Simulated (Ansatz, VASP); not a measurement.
## One calculation of Cd, two programs

```xyz
3
Lattice="4.9594 0.0000 0.0000 -2.4797 4.2950 0.0000 0.0000 0.0000 3.0401" Properties=species:S:1:pos:R:3 pbc="T T T"
Cd    0.0000    0.0000    0.0000
Cd    0.0000    2.8633    1.5201
Cd    2.4797    1.4317    1.5201
```

Alike in both runs: task relaxation of cell and atoms; functional PBEsol; k mesh 7 × 7 × 10; occupations fermi-dirac, width 0.1 eV; no spin polarisation.

|  | VASP | Ansatz |
| --- | --- | --- |
| version | VASP 6.6.1 | Ansatz 0.2.0 |
| potentials or method | VASP PAW PBE potentials, release 64 (Cd), cutoff 600 eV | plane waves (420 eV) with PAW, scalar-relativistic |
| valence electrons in the cell | 36 | 60 |

VASP gave:

```
relaxed volume (Å³/atom)                                        : 21.70
relaxed length of the cell vector where the two differ most in proportion (Å) : 5.008
```

Question: What did Ansatz give for the same quantities?

Answer: Relaxed volume (Å³/atom): 21.59; relaxed length of the cell vector where the two differ most in proportion (Å): 4.999.

VASP's potentials were made for PBE, not for PBEsol, and Ansatz warns of the same on its side. VASP's potentials hold 36 valence electrons a cell and Ansatz's 60, so a difference there can come from the potentials and not from the codes.
